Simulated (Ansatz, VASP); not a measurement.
# Two plane-wave programs on SnO2

```
Sn O
1.0
     4.78800    0.00000    0.00000
     0.00000    4.86658    0.00000
     0.00000    0.00000    3.24090
Sn O
2 4
Direct
  0.50000 0.50000 0.50000
  0.00000 0.00000 0.00000
  0.29186 0.32104 0.00000
  0.79186 0.17896 0.50000
  0.20814 0.82104 0.50000
  0.70814 0.67896 0.00000
```

Alike in both runs: task single point; functional PBE; k mesh 4 × 4 × 6; occupations gaussian, width 0.1 eV; no spin polarisation.

```csv
,VASP,Ansatz
version,VASP 6.6.1,Ansatz 0.2.0
potentials or method,"VASP PAW PBE potentials, release 64 (Sn_d, O), cutoff 520 eV","scalar-relativistic, plane waves, PAW"
valence electrons in the cell,52,52
```

```csv
,VASP,Ansatz,Ansatz less VASP
gap on the k mesh at the Fermi level (eV),0.79,0.81,+0.011
least direct gap on the mesh (eV),0.79,0.81,+0.011
pressure (GPa),0.0,-0.6,-0.60
"traceless stress, the component that is largest in VASP (GPa)",0.12,0.20,+0.088
rms of the force components (eV/Å),0.031,0.033,+0.0027
```

Atom by atom the forces differ by 0.008 eV/Å (rms over components).
